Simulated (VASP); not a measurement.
Wanted: the native input for a VASP 6.6.1 run.

```
Task                   : single point
Functional             : PBE
Potentials or basis    : VASP PAW PBE potentials, release 64 (K_sv, Br)
Cutoff                 : 520 eV
k mesh                 : 6 × 6 × 6
Occupations            : gaussian, width 0.02 eV
Spin                   : no spin polarisation
Dipole correction      : no
Further INCAR settings : ALGO = Normal; EDIFF = 1e-06; NBANDS = 15
```

The structure of KBr lies in POSCAR:

```
KBr
1.0
    0.0000000000      3.2467586378      3.2467586378
    3.2467586378      0.0000000000      3.2467586378
    3.2467586378      3.2467586378      0.0000000000
K Br
1 1
Direct
    0.0000000000      0.0000000000      0.0000000000
    0.5000000000      0.5000000000      0.5000000000
```

This cell differs from its parent crystal: volume scaled by 0.91.

These files were run (other wordings do the same):

INCAR

```
SYSTEM = KBr
PREC     = Accurate       ! precision mode
ENCUT    = 520            ! plane-wave cutoff, eV
EDIFF    = 1E-6           ! SCF threshold, eV
ISMEAR   = 0              ! smearing method
SIGMA    = 0.02           ! smearing width, eV
LREAL    = .False.        ! projectors in reciprocal space
LASPH    = .True.         ! aspherical terms in the spheres
NELM     = 60             ! most SCF steps
ALGO     = Normal         ! electronic algorithm
ISIF     = 2              ! what is computed and relaxed
LWAVE    = .False.        ! write WAVECAR
LCHARG   = .False.        ! write CHGCAR
GGA      = PE             ! functional
NBANDS   = 15             ! bands
```

KPOINTS

```
Automatic mesh
0
Gamma
  6 6 6
  0 0 0
```

Potentials or basis: VASP PAW PBE potentials, release 64 (K_sv, Br).

The run is started by

```bash
$ cat potpaw_PBE.64/K_sv/POTCAR potpaw_PBE.64/Br/POTCAR > POTCAR
$ mpirun -np 1 vasp_std > vasp.out
```

Results of the run:

```
Pressure               : 1.7 GPa
Band gap on the k mesh : 4.57 eV, direct
```

It took 8 s on 1 thread of Intel(R) Xeon(R) 6975P-C (Granite Rapids), with other jobs on the host, peak memory 0.21 GiB.
